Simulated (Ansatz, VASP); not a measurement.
## SiO2: VASP beside Ansatz

INCAR

```
SYSTEM = SiO2
PREC     = Accurate       ! precision mode
ENCUT    = 520            ! plane-wave cutoff, eV
EDIFF    = 1E-6           ! SCF threshold, eV
ISMEAR   = 0              ! smearing method
SIGMA    = 0.1            ! smearing width, eV
LREAL    = .False.        ! projectors in reciprocal space
LASPH    = .True.         ! aspherical terms in the spheres
NELM     = 80             ! most SCF steps
ALGO     = Normal         ! electronic algorithm
ISIF     = 2              ! what is computed and relaxed
LWAVE    = .False.        ! write WAVECAR
LCHARG   = .False.        ! write CHGCAR
GGA      = PE             ! functional
NBANDS   = 15             ! bands
```

The input KPOINTS:

```
Automatic mesh
0
Gamma
  9 9 9
  0 0 0
```

File POSCAR:

```
SiO2
1.0
    1.5147823293      0.8745599856      4.5644120735
   -1.5147823293      0.8745599856      4.5644120735
    0.0000000000     -1.7491199712      4.5644120735
Si O
1 2
Direct
    0.5000000000      0.5000000000      0.5000000000
    0.2397212369      0.2397212369      0.2397212369
    0.7602787631      0.7602787631      0.7602787631
```

Input for Ansatz:

```yaml
crystal:
  lattice:
    - [1.5147823293, 0.8745599856, 4.5644120735]
    - [-1.5147823293, 0.8745599856, 4.5644120735]
    - [0.0, -1.7491199712, 4.5644120735]
  atoms:
    - { symbol: Si, position: [0.5, 0.5, 0.5] }
    - { symbol: O, position: [0.2397212369, 0.2397212369, 0.2397212369] }
    - { symbol: O, position: [0.7602787631, 0.7602787631, 0.7602787631] }
basis:
  ecutwfc: 420
kpoints:
  mp_grid: { grid: [9, 9, 9] }
hamiltonian:
  xc: pbe
scf:
  occupations: { method: gaussian, width: 0.1 }
output:
  forces: true
  stress: true
  eigenvalues: true
```

Alike in both runs: task single point; functional PBE; k mesh 9 × 9 × 9; occupations gaussian, width 0.1 eV; no spin polarisation.

```csv
,VASP,Ansatz
version,VASP 6.6.1,Ansatz 0.2.0
potentials or method,"VASP PAW PBE potentials, release 64 (Si, O), cutoff 520 eV","scalar-relativistic, plane waves, PAW"
valence electrons in the cell,16,16
```

|  | VASP | Ansatz | Ansatz less VASP |
| --- | --- | --- | --- |
| gap on the k mesh at the Fermi level (eV) | 2.00 | 2.04 | +0.031 |
| least direct gap on the mesh (eV) | 2.00 | 2.04 | +0.031 |
| pressure (GPa) | -38.5 | -38.8 | -0.31 |
| traceless stress, the component that is largest in VASP (GPa) | 16.68 | 17.03 | +0.354 |
| rms of the force components (eV/Å) | 1.295 | 1.303 | +0.0086 |

Atom by atom the forces differ by 0.009 eV/Å (rms over components). Both programs put the cell under strong tension, so it lies far from rest at this level. With one functional, cell and mesh, what is left measures potentials, basis and numerics.

Noted on VASP's run: the cell as given lies far from equilibrium.
